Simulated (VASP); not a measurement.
# Au (Fm-3m) in VASP: further runs, part 2 of 2

VASP 6.6.1. Earlier steps stand in the parts before.

### 3 Single point, r2SCAN

This run uses another cell than the first one, of 16.53 Å³/atom, 0.868 times its volume.

Input file POSCAR:

```
Au
1.0
    0.0000000000      2.0216928770      2.0216928770
    2.0216928770      0.0000000000      2.0216928770
    2.0216928770      2.0216928770      0.0000000000
Au
1
Direct
    0.0000000000      0.0000000000      0.0000000000
```

Input file INCAR.step1:

```
SYSTEM = Au
PREC = Accurate
ENCUT = 520
ISMEAR = -1
SIGMA = 0.1
LREAL = .False.
LASPH = .True.
NELM = 100
NBANDS = 12
GGA = PE
ALGO = Normal
EDIFF = 1E-4
LWAVE = .True.
LCHARG = .False.
```

Input file INCAR.step2:

```
SYSTEM = Au
PREC = Accurate
ENCUT = 520
EDIFF = 1E-6
ISMEAR = -1
SIGMA = 0.1
LREAL = .False.
LASPH = .True.
NELM = 100
ALGO = Normal
ISIF = 2
LWAVE = .False.
LCHARG = .False.
METAGGA = R2SCAN
LMIXTAU = .True.
NBANDS = 12
ISTART = 1
```

Input file KPOINTS:

```
regular mesh
0
Gamma
  14 14 14
  0 0 0
```

Potentials or basis: VASP PAW PBE potentials, release 64 (Au).

On the command line:

```console
cat potpaw_PBE.64/Au/POTCAR > POTCAR
cp INCAR.step1 INCAR
mpirun -np 1 vasp_std > vasp.out
cp INCAR.step2 INCAR
mpirun -np 1 vasp_std > vasp.out
```

OUTCAR:

```text
SYSTEM = Au
   PREC = Accurate
   ENCUT = 520
   EDIFF = 1E-6
   ISMEAR = -1
   LREAL = .False.
   LASPH = .True.
   NELM = 100
   ISIF = 2
   METAGGA = R2SCAN
   ISTART = 1

 ion  position               nearest neighbor table
   1  0.000  0.000  0.000-

  LATTYP: Found a face centered cubic cell.
 ALAT       =     4.0433857540

  Lattice vectors:

 A1 = (   0.0000000000,   2.0216928770,   2.0216928770)
 A2 = (   2.0216928770,   0.0000000000,   2.0216928770)
 A3 = (   2.0216928770,   2.0216928770,   0.0000000000)

Analysis of symmetry for initial positions (statically):
=====================================================================
 Subroutine PRICEL returns:
 Original cell was already a primitive cell.

 Routine SETGRP: Setting up the symmetry group for a
 face centered cubic supercell.

 Subroutine GETGRP returns: Found 48 space group operations
 (whereof 48 operations were pure point group operations)
 out of a pool of 48 trial point group operations.

The static configuration has the point symmetry O_h .

Analysis of symmetry for dynamics (positions and initial velocities):
=====================================================================
 Subroutine PRICEL returns:
 Original cell was already a primitive cell.

 Routine SETGRP: Setting up the symmetry group for a
 face centered cubic supercell.

 Subroutine GETGRP returns: Found 48 space group operations
 (whereof 48 operations were pure point group operations)
 out of a pool of 48 trial point group operations.

The dynamic configuration has the point symmetry O_h .

 Subroutine INISYM returns: Found 48 space group operations
 (whereof 48 operations are pure point group operations),
 and found     1 'primitive' translations

----------------------------------------------------------------------------------------

                                     Primitive cell

  volume of cell :      16.5263

  direct lattice vectors                    reciprocal lattice vectors
     0.000000000  2.021692877  2.021692877    -0.247317486  0.247317486  0.247317486
     2.021692877  0.000000000  2.021692877     0.247317486 -0.247317486  0.247317486
     2.021692877  2.021692877  0.000000000     0.247317486  0.247317486 -0.247317486

  length of vectors
     2.859105486  2.859105486  2.859105486     0.428366452  0.428366452  0.428366452

  position of ions in fractional coordinates (direct lattice)
     0.000000000  0.000000000  0.000000000

  ion indices of the primitive-cell ions
   primitive index   ion index
                 1           1

----------------------------------------------------------------------------------------

 KPOINTS: regular mesh

Automatic generation of k-mesh.
 Grid dimensions read from file:
 generate k-points for:   14   14   14

 Generating k-lattice:

  Cartesian coordinates                     Fractional coordinates (reciprocal lattice)
    -0.017665535  0.017665535  0.017665535     0.071428571  0.000000000  0.000000000
     0.017665535 -0.017665535  0.017665535     0.000000000  0.071428571  0.000000000
     0.017665535  0.017665535 -0.017665535     0.000000000  0.000000000  0.071428571

  Length of vectors
     0.030597604  0.030597604  0.030597604

  Shift w.r.t. Gamma in fractional coordinates (k-lattice)
     0.000000000  0.000000000  0.000000000

 Subroutine IBZKPT returns following result:
 ===========================================

 Found    104 irreducible k-points:

 Following reciprocal coordinates:
            Coordinates               Weight
  0.000000  0.000000  0.000000      1.000000
  0.071429  0.000000  0.000000      8.000000
  0.142857  0.000000  0.000000      8.000000
  0.214286  0.000000  0.000000      8.000000
  0.285714  0.000000  0.000000      8.000000
  0.357143  0.000000  0.000000      8.000000
[... 16 lines left out ...]
  0.214286  0.142857  0.000000     24.000000
  0.285714  0.142857  0.000000     24.000000
 [... further k-points ...]
   k-points           NKPTS =    104   k-points in BZ     NKDIM =    104   number of bands    NBANDS=     12
   number of dos      NEDOS =    301   number of ions     NIONS =      1
   total plane-waves  NPLWV =  13824
   dimension x,y,z NGX =    24 NGY =   24 NGZ =   24
   dimension x,y,z NGXF=    48 NGYF=   48 NGZF=   48
   ions per type =               1
   NGX,Y,Z   is equivalent  to a cutoff of  13.96, 13.96, 13.96 a.u.
   NGXF,Y,Z  is equivalent  to a cutoff of  27.91, 27.91, 27.91 a.u.
 SYSTEM =  Au
   PREC   = accura    normal or accurate (medium, high low for compatibility)
   ISTART =      1    job   : 0-new  1-cont  2-samecut
   ICHARG =      0    charge: 1-file 2-atom 10-const
   ISPIN  =      1    spin polarized calculation?
   LNONCOLLINEAR =      F non collinear calculations
   LSORBIT =      F    spin-orbit coupling
   LASPH  =      T    aspherical Exc in radial PAW
   ENCUT  =  520.0 eV  38.22 Ry    6.18 a.u.   5.32  5.32  5.32*2*pi/ulx,y,z
   NELM   =    100;   NELMIN=  2; NELMDL=  0     # of ELM steps
   EDIFF  = 0.1E-05   stopping-criterion for ELM
   LREAL  =      F    real-space projection
   EDIFFG = 0.1E-04   stopping-criterion for IOM
   NSW    =      0    number of steps for IOM
   IBRION =     -1    ionic relax: 0-MD 1-quasi-New 2-CG
   NFREE  =      0    steps in history (QN), initial steepest desc. (CG)
   ISIF   =      2    stress and relaxation
   ISYM   =      2    0-nonsym 1-usesym 2-fastsym
   POTIM  = 0.5000    time-step for ionic-motion
   TEBEG  =    0.0;   TEEND  =   0.0 temperature during run
   PSTRESS=    0.0 pullay stress
   NELECT =      11.0000    total number of electrons
   NUPDOWN=      -1.0000    fix difference up-down
   EMIN   =  10.00;   EMAX   =-10.00  energy-range for DOS
   EFERMI =   0.00;   METHOD = LEGACY
   ISMEAR =    -1;   SIGMA  =   0.10  broadening in eV -4-tet -1-fermi 0-gaus
   EFERMI_NEDOS =   21; number of points for ismear=-14 and -15
   IALGO  =     38    algorithm
   IMIX   =      4    mixing-type and parameters
     AMIX     =   0.40;   BMIX     =  1.00
     AMIX_MAG =   1.60;   BMIX_MAG =  1.00
  volume/ion in A,a.u.               =      16.53       111.52
  Fermi-wavevector in a.u.,A,eV,Ry     =   1.429378  2.701133 27.798370  2.043123
  Thomas-Fermi vector in A             =   2.549338
   LORBIT       =      0    0 simple, 1 ext, 2 COOP (PROOUT), +10 PAW based schemes
   METAGGA = R2SCAN    functional components
   LHFCALC =     F    Hartree Fock is set to
   AEXX    =    0.0000 exact exchange contribution
   IVDW    =     0    specifies the selected vdW correction
   LEPSILON=     F    determine dielectric tensor
   LRPA    =     F    only Hartree local field effects (RPA)
 non-spin polarized calculation
  energy-cutoff  :      520.00
  volume of cell :       16.53
 maximum number of plane-waves:       459
 NGX is ok and might be reduce to    24
   NGX = 11   NGY = 11   NGZ = 11

 number of electron      10.9999999 magnetization

 Free energy of the ion-electron system (eV)
  ---------------------------------------------------
  ext. energy  EPLUGINS =         0.00000000
  ---------------------------------------------------
  free energy    TOTEN  =       -50.56231093 eV

  energy without entropy =      -50.55256997  energy(sigma->0) =      -50.55744045

 E-fermi :   9.8295     XC(G=0): -13.8511

 val. band max:        9.7191374822   @ k =   0.5000   0.2857   0.1429
 cond. band min:       9.8843749728   @ k =   0.5000   0.3571   0.1429
 fundamental gap:      0.1652374906
 Fermi energy:         9.8294928560

 k-point     1 :       0.0000    0.0000    0.0000
  band No.  band energies     occupation
      1      -0.5957      2.00000
      2       4.7198      2.00000
      3       4.7198      2.00000
      4       4.7198      2.00000
      5       6.3403      2.00000
      6       6.3403      2.00000
      7      25.1182      0.00000
      8      29.4103      0.00000
      9      29.4103      0.00000
     10      29.4103      0.00000
     11      34.8062      0.00000
     12      39.6075      0.00000

 k-point     2 :       0.0714    0.0000    0.0000
  band No.  band energies     occupation
      1      -0.4059      2.00000
      2       4.6581      2.00000
      3       4.7856      2.00000
      4       4.7856      2.00000
      5       6.3111      2.00000
      6       6.3111      2.00000
      7      25.3431      0.00000
      8      28.2902      0.00000
      9      29.6407      0.00000
     10      29.6407      0.00000
     11      35.6485      0.00000
     12      37.8275      0.00000
[... 316 lines left out ...]
 k-point    24 :       0.2857    0.1429    0.0000
  band No.  band energies     occupation
      1       1.7478      2.00000
      2       3.9507      2.00000
      3       5.0213      2.00000
      4       5.4647      2.00000
      5       6.4185      2.00000
      6       6.9611      2.00000
      7      22.6671      0.00000
      8      26.8970      0.00000
      9      27.2557      0.00000
     10      29.2871      0.00000
     11      32.3037      0.00000
     12      35.6543      0.00000

 [... further k-points ...]
[... 5 lines left out ...]
  --------------------------------------------------------------------------------------
  -------------------------------------------------------------------------------------
  Total        1.1695201      1.1695201      1.1695201      0.0000000      0.0000000     -0.0000000
  in kB      113.3816397    113.3816397    113.3816397      0.0000000      0.0000000     -0.0000000
  external PRESSURE =     113.3816397 kB  Pullay stress =       0.0000000 kB

 VOLUME and BASIS-vectors are now :
 -----------------------------------------------------------------------------
  energy-cutoff  :      520.00
  volume of cell :       16.53
      direct lattice vectors                 reciprocal lattice vectors
     0.000000000  2.021692877  2.021692877    -0.247317486  0.247317486  0.247317486
     2.021692877  0.000000000  2.021692877     0.247317486 -0.247317486  0.247317486
     2.021692877  2.021692877  0.000000000     0.247317486  0.247317486 -0.247317486

 POSITION                                       TOTAL-FORCE (eV/Angst)
 -----------------------------------------------------------------------------------
      0.00000      0.00000      0.00000        -0.000000     -0.000000      0.000000
 -----------------------------------------------------------------------------------
    total drift:                                0.000000      0.000000     -0.000000

  FREE ENERGIE OF THE ION-ELECTRON SYSTEM (eV)
  ---------------------------------------------------
  free  energy   TOTEN  =       -50.5623109346 eV

  energy  without entropy=      -50.5525699692  energy(sigma->0) =      -50.55744045
```

OUTCAR.step1:

```text
SYSTEM = Au
   PREC = Accurate
   ENCUT = 520
   ISMEAR = -1
   LREAL = .False.
   LASPH = .True.
[... 577 lines left out ...]
 -----------------------------------------------------------------------------------
      0.00000      0.00000      0.00000         0.000000     -0.000000     -0.000000
 -----------------------------------------------------------------------------------
    total drift:                                0.000000     -0.000000     -0.000000

  FREE ENERGIE OF THE ION-ELECTRON SYSTEM (eV)
  ---------------------------------------------------
  free  energy   TOTEN  =        -3.1634418794 eV

  energy  without entropy=       -3.1532173035  energy(sigma->0) =       -3.15832959
```

OSZICAR.step1:

```text
N       E                     dE             d eps       ncg     rms          rms(c)
DAV:   1     0.507895599907E+02    0.50790E+02   -0.55989E+03  2536   0.818E+02
DAV:   2    -0.273152008320E+01   -0.53521E+02   -0.50765E+02  2932   0.190E+02
DAV:   3    -0.342820772565E+01   -0.69669E+00   -0.69586E+00  3036   0.210E+01
DAV:   4    -0.343056894414E+01   -0.23612E-02   -0.23611E-02  2984   0.140E+00
DAV:   5    -0.343058583620E+01   -0.16892E-04   -0.16892E-04  3036   0.113E-01    0.104E+01
DAV:   6    -0.318762052202E+01    0.24297E+00   -0.61001E-01  2724   0.642E+00    0.647E+00
DAV:   7    -0.316585372781E+01    0.21767E-01   -0.76936E-02  2956   0.229E+00    0.282E+00
DAV:   8    -0.316345600462E+01    0.23977E-02   -0.24751E-03  2788   0.430E-01    0.272E-01
DAV:   9    -0.316344187944E+01    0.14125E-04   -0.10327E-05  1820   0.306E-02
   1 F= -.31634419E+01 E0= -.31583296E+01  d E =-.102246E-01
```

Run time: 2.3 min. Hardware: 1 thread of AMD EPYC 7R43 (Zen 3), shared host; peak memory 0.12 GiB.

Results:

```
Free energy : -50.5623 eV
Pressure    : 11.3 GPa
```

Levels at points of the mesh, in eV from the Fermi level:
```csv
k point,band 2,band 3,band 4,band 5,band 6,band 7,band 8,band 9,band 10,band 11
"(0.00, 0.00, 0.00)",-5.11,-5.11,-5.11,-3.49,-3.49,15.29,19.58,19.58,19.58,24.98
"(0.50, 0.00, 0.00)",-5.16,-5.16,-2.17,-2.17,-0.94,3.37,14.79,18.20,18.20,26.44
"(0.50, 0.50, 0.00)",-7.34,-2.23,-1.81,-1.81,1.11,6.30,10.64,10.64,18.45,21.05
```

Caveat: the PAW data sets were made with another functional, which shifts forces and pressure a little; spin-orbit coupling is left out, which moves the levels of the heavy elements.

### 4 Single point, r2SCAN

This run uses another cell than the first one, of 16.53 Å³/atom, 0.868 times its volume.

POSCAR is that of step 3.

Input file INCAR.step1:

```
ALGO = Normal ; EDIFF = 1E-4
ENCUT = 520 ; GGA = PE
ISMEAR = -1 ; LASPH = T
LCHARG = F ; LREAL = F
LWAVE = T ; NBANDS = 12
NELM = 100 ; PREC = Accurate
SIGMA = 0.1
```

Input file INCAR.step2:

```
ALGO = Normal ; EDIFF = 1E-7
ENCUT = 520 ; ISIF = 2
ISMEAR = -1 ; ISTART = 1
LASPH = T ; LCHARG = F
LMIXTAU = T ; LREAL = F
LWAVE = F ; METAGGA = R2SCAN
NBANDS = 12 ; NELM = 100
PREC = Accurate ; SIGMA = 0.1
```

Input file KPOINTS:

```
k-points
0
Gamma
  14 14 14
```

Potentials or basis: VASP PAW PBE potentials, release 64 (Au).

On the command line:

```console
cat potpaw_PBE.64/Au/POTCAR > POTCAR
cp INCAR.step1 INCAR
mpirun -np 1 vasp_std > vasp.out
cp INCAR.step2 INCAR
mpirun -np 1 vasp_std > vasp.out
```

OUTCAR:

```text
EDIFF = 1E-7
   ENCUT = 520
   ISIF = 2
   ISMEAR = -1
   ISTART = 1
   LASPH = T
   LREAL = F
   METAGGA = R2SCAN
   NELM = 100
   PREC = Accurate

 ion  position               nearest neighbor table
   1  0.000  0.000  0.000-

  LATTYP: Found a face centered cubic cell.
 ALAT       =     4.0433857540

  Lattice vectors:

 A1 = (   0.0000000000,   2.0216928770,   2.0216928770)
 A2 = (   2.0216928770,   0.0000000000,   2.0216928770)
 A3 = (   2.0216928770,   2.0216928770,   0.0000000000)

Analysis of symmetry for initial positions (statically):
=====================================================================
 Subroutine PRICEL returns:
 Original cell was already a primitive cell.

 Routine SETGRP: Setting up the symmetry group for a
 face centered cubic supercell.

 Subroutine GETGRP returns: Found 48 space group operations
 (whereof 48 operations were pure point group operations)
 out of a pool of 48 trial point group operations.

The static configuration has the point symmetry O_h .

Analysis of symmetry for dynamics (positions and initial velocities):
[... 157 lines left out ...]
 E-fermi :   9.8295     XC(G=0): -13.8511

 val. band max:        9.7191483634   @ k =   0.5000   0.2857   0.1429
 cond. band min:       9.8843847162   @ k =   0.5000   0.3571   0.1429
 fundamental gap:      0.1652363528
 Fermi energy:         9.8294999524

 k-point     1 :       0.0000    0.0000    0.0000
  band No.  band energies     occupation
      1      -0.5957      2.00000
      2       4.7198      2.00000
      3       4.7198      2.00000
      4       4.7198      2.00000
      5       6.3403      2.00000
      6       6.3403      2.00000
      7      25.1181      0.00000
      8      29.4103      0.00000
      9      29.4103      0.00000
     10      29.4103      0.00000
     11      34.8063      0.00000
     12      39.6075      0.00000
[... 331 lines left out ...]
 k-point    24 :       0.2857    0.1429    0.0000
  band No.  band energies     occupation
      1       1.7478      2.00000
      2       3.9507      2.00000
      3       5.0214      2.00000
      4       5.4647      2.00000
      5       6.4185      2.00000
      6       6.9611      2.00000
      7      22.6671      0.00000
      8      26.8969      0.00000
      9      27.2557      0.00000
     10      29.2871      0.00000
     11      32.3038      0.00000
     12      35.6543      0.00000

 [... further k-points ...]
[... 5 lines left out ...]
  --------------------------------------------------------------------------------------
  -------------------------------------------------------------------------------------
  Total        1.1691959      1.1691959      1.1691959      0.0000000      0.0000000     -0.0000000
  in kB      113.3502071    113.3502071    113.3502071      0.0000000      0.0000000     -0.0000000
  external PRESSURE =     113.3502071 kB  Pullay stress =       0.0000000 kB

 VOLUME and BASIS-vectors are now :
 -----------------------------------------------------------------------------
  energy-cutoff  :      520.00
  volume of cell :       16.53
      direct lattice vectors                 reciprocal lattice vectors
     0.000000000  2.021692877  2.021692877    -0.247317486  0.247317486  0.247317486
     2.021692877  0.000000000  2.021692877     0.247317486 -0.247317486  0.247317486
     2.021692877  2.021692877  0.000000000     0.247317486  0.247317486 -0.247317486

 POSITION                                       TOTAL-FORCE (eV/Angst)
 -----------------------------------------------------------------------------------
      0.00000      0.00000      0.00000         0.000000      0.000000      0.000000
 -----------------------------------------------------------------------------------
    total drift:                                0.000000      0.000000     -0.000000

  FREE ENERGIE OF THE ION-ELECTRON SYSTEM (eV)
  ---------------------------------------------------
  free  energy   TOTEN  =       -50.5623108503 eV

  energy  without entropy=      -50.5525699176  energy(sigma->0) =      -50.55744038
```

OUTCAR.step1:

```text
EDIFF = 1E-4
   ENCUT = 520
   GGA = PE
   ISMEAR = -1
   LASPH = T
   LREAL = F
[... 574 lines left out ...]

 POSITION                                       TOTAL-FORCE (eV/Angst)
 -----------------------------------------------------------------------------------
      0.00000      0.00000      0.00000         0.000000     -0.000000     -0.000000
 -----------------------------------------------------------------------------------
    total drift:                                0.000000     -0.000000     -0.000000

  FREE ENERGIE OF THE ION-ELECTRON SYSTEM (eV)
  ---------------------------------------------------
  free  energy   TOTEN  =        -3.1634418794 eV

  energy  without entropy=       -3.1532173035  energy(sigma->0) =       -3.15832959
```

Run time: 2.4 min. Hardware: 1 thread of AMD EPYC 7R43 (Zen 3), shared host; peak memory 0.12 GiB.

What came out:

```
Free energy : -50.5623 eV
Pressure    : 11.3 GPa
```

Levels at points of the mesh, in eV from the Fermi level:
| k point | band 3 | band 4 | band 5 | band 6 | band 7 | band 8 | band 9 | band 10 |
| --- | --- | --- | --- | --- | --- | --- | --- | --- |
| (0.00, 0.00, 0.00) | -5.11 | -5.11 | -3.49 | -3.49 | 15.29 | 19.58 | 19.58 | 19.58 |
| (0.50, 0.00, 0.00) | -5.16 | -2.17 | -2.17 | -0.94 | 3.37 | 14.79 | 18.20 | 18.20 |
| (0.50, 0.50, 0.00) | -2.23 | -1.81 | -1.81 | 1.11 | 6.30 | 10.64 | 10.64 | 18.45 |

Caveat: the PAW data sets were made with another functional, which shifts forces and pressure a little; spin-orbit coupling is left out, which moves the levels of the heavy elements.
